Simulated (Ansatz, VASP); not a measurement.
One calculation of Cs2Ru, two programs

```
Cs Ru
1.0
     0.00000    4.71453    4.71453
     4.71453    0.00000    4.71453
     4.71453    4.71453    0.00000
Cs Ru
4 2
Direct
  0.62500 0.62500 0.62500
  0.12500 0.62500 0.62500
  0.62500 0.62500 0.12500
  0.62500 0.12500 0.62500
  0.00000 0.00000 0.00000
  0.25000 0.25000 0.25000
```

Alike in both runs: task single point; functional PBE; k mesh 4 × 4 × 4; occupations gaussian, width 0.1 eV; no spin polarisation.

|  | VASP | Ansatz |
| --- | --- | --- |
| version | VASP 6.6.1 | Ansatz 0.2.0 |
| potentials or method | VASP PAW PBE potentials, release 64 (Cs_sv, Ru_pv), cutoff 520 eV | scalar-relativistic, plane waves, PAW |
| valence electrons in the cell | 64 | 68 |

```csv
,VASP,Ansatz,Ansatz less VASP
gap on the k mesh at the Fermi level (eV),none,none,-
pressure (GPa),2.2,1.9,-0.28
```

A gap of «none» marks a metal or a gap that the smearing closes. With one functional, cell and mesh, what is left measures potentials, basis and numerics. VASP's potentials hold 64 valence electrons a cell and Ansatz's 68, so a difference there can come from the potentials and not from the codes.

Spin-orbit coupling is off throughout.
